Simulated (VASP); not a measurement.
**Ge: single point with PBE**

Crystal: Ge.

```
Ge
1.0
    -1.56699    1.56699    1.56699
     1.56699   -1.56699    1.56699
     1.56699    1.56699   -1.56699
Ge
1
Direct
  0.00000 0.00000 0.00000
```

This isn't the form of Ge at room conditions, which is diamond.

```
Program                : VASP 6.6.1
Task                   : single point
Functional             : PBE
Potentials or basis    : VASP PAW PBE potentials, release 64 (Ge_d)
Cutoff                 : 520 eV
k mesh                 : 17 × 17 × 17
Occupations            : fermi-dirac, width 0.05 eV
Spin                   : no spin polarisation
Dipole correction      : no
Further INCAR settings : ALGO = Normal; EDIFF = 1e-06; NBANDS = 13
```

- Pressure: 23.9 GPa
- Band gap on the k mesh: zero (bands 7 and 8 overlap by 15.36 eV)

Levels at points of the mesh, in eV from the Fermi level:
```
           k point  band 3  band 4  band 5  band 6  band 7  band 8  band 9  band 10  band 11  band 12
(0.00, 0.00, 0.00)  -24.85  -24.70  -24.70  -15.01   11.55   11.55   11.55    16.68    16.68    16.68
```

Run time: 39 s on 1 thread of Intel Xeon 8259CL (shared host), peak memory 0.15 GiB.

Caveat: the cell stands under pressure.
